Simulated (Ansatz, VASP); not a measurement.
## Au: VASP beside Ansatz

INCAR

```
SYSTEM = Au
  PREC = Accurate
  ENCUT = 500
  EDIFF = 1E-6
  ISMEAR = 0
  SIGMA = 0.1
  LREAL = .False.
  LASPH = .True.
  NELM = 120
  ALGO = Normal
  ISIF = 2
  LWAVE = .False.
  LCHARG = .False.
  GGA = PS
  NBANDS = 18
  GGA_COMPAT = .False.
```

Contents of KPOINTS:

```
Automatic mesh
0
Gamma
  16 16 10
  0 0 0
```

The input POSCAR:

```
Au
1.0
    1.4230379508     -2.5695050294      0.0000000000
    1.4230379508      2.5695050294      0.0000000000
    0.0000000000      0.0000000000      4.9998896392
Au
2
Direct
    0.7142337898      0.2857662102      0.2500000000
    0.2857662102      0.7142337898      0.7500000000
```

Input for Ansatz:

```yaml
crystal:
  lattice:
    - [1.4230379508, -2.5695050294, 0.0]
    - [1.4230379508, 2.5695050294, 0.0]
    - [0.0, 0.0, 4.9998896392]
  atoms:
    - { symbol: Au, position: [0.7142337898, 0.2857662102, 0.25] }
    - { symbol: Au, position: [0.2857662102, 0.7142337898, 0.75] }
basis:
  ecutwfc: 420
kpoints:
  mp_grid: { grid: [16, 16, 10] }
hamiltonian:
  xc: pbesol
scf:
  occupations: { method: gaussian, width: 0.1 }
output:
  forces: true
  stress: true
  eigenvalues: true
  write_density: true
  write_potential: true
  elf: true
  volumetric_format: npy
```

Alike in both runs: task single point; functional PBEsol; k mesh 16 × 16 × 10; occupations gaussian, width 0.1 eV; no spin polarisation.

|  | VASP | Ansatz |
| --- | --- | --- |
| version | VASP 6.6.1 | Ansatz 0.2.0 |
| potentials or method | VASP PAW PBE potentials, release 64 (Au), cutoff 500 eV | scalar-relativistic, plane waves, PAW |
| valence electrons in the cell | 22 | 38 |

```tsv
	VASP	Ansatz	Ansatz less VASP
gap on the k mesh at the Fermi level (eV)	none	none	-
pressure (GPa)	-8.6	-8.4	+0.21
traceless stress, the component that is largest in VASP (GPa)	-0.81	-0.82	-0.013
```

VASP's potentials were made for PBE, not for PBEsol. A gap of «none» marks a metal or a gap that the smearing closes. VASP's potentials hold 22 valence electrons a cell and Ansatz's 38, so a difference there can come from the potentials and not from the codes.

Neither program's run includes spin-orbit coupling.
